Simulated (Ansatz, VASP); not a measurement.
**One calculation of MgS, two programs**

INCAR

```
ALGO = Normal
EDIFF = 1E-7
ENCUT = 520
GGA = CA
ISIF = 2
ISMEAR = -1
LASPH = T
LCHARG = F
LREAL = F
LWAVE = F
NBANDS = 11
NELM = 80
PREC = Accurate
SIGMA = 0.05
```

The input KPOINTS:

```
k-points
0
Gamma
  8 8 8
```

File POSCAR:

```
MgS
1.0
    0.0000000000      2.8331200468      2.8331200468
    2.8331200468      0.0000000000      2.8331200468
    2.8331200468      2.8331200468      0.0000000000
S Mg
1 1
Direct
    0.2500000000      0.2500000000      0.2500000000
    0.0000000000      0.0000000000      0.0000000000
```

The input input.yaml:

```yaml
crystal:
  lattice:
    - [0.0, 2.8331200468, 2.8331200468]
    - [2.8331200468, 0.0, 2.8331200468]
    - [2.8331200468, 2.8331200468, 0.0]
  atoms:
    - { symbol: S, position: [0.25, 0.25, 0.25] }
    - { symbol: Mg, position: [0.0, 0.0, 0.0] }
kpoints:
  mp_grid: { grid: [8, 8, 8] }
  band_path:
    path:
      - [0.0, 0.0, 0.0]
      - [0.5, 0.0, 0.5]
      - [0.5, 0.25, 0.75]
      - [0.375, 0.375, 0.75]
      - [0.0, 0.0, 0.0]
      - [0.5, 0.5, 0.5]
      - [0.625, 0.25, 0.625]
      - [0.5, 0.25, 0.75]
    npoints: 10
scf:
  occupations: { method: fermi_dirac, width: 0.05 }
hamiltonian:
  xc: lda
  pseudopotentials: { kind: all_electron, lapw: { basis_error: 0.001 } }
output:
  forces: true
  stress: true
  eigenvalues: true
```

Alike in both runs: functional LDA; k mesh 8 × 8 × 8; occupations fermi-dirac, width 0.05 eV; no spin polarisation.

```csv
,VASP,Ansatz
version,VASP 6.6.1,Ansatz 0.2.0
potentials or method,"VASP PAW LDA potentials, release 64 (S, Mg), cutoff 520 eV","all-electron LAPW, scalar-relativistic"
task,single point,band structure
```

VASP gave:

* gap on the k mesh at the Fermi level (eV): 3.18
* least direct gap on the mesh (eV): 3.18
* pressure (GPa): -2.5

Question: Estimate Ansatz's values.

Answer: gap on the k mesh at the Fermi level (eV): 3.17; least direct gap on the mesh (eV): 3.17; pressure (GPa): -2.2.

LDA's correlation is that of Perdew and Zunger in VASP and of Perdew and Wang (1992) in Ansatz. Ansatz ran all-electron here, and VASP with PAW potentials.
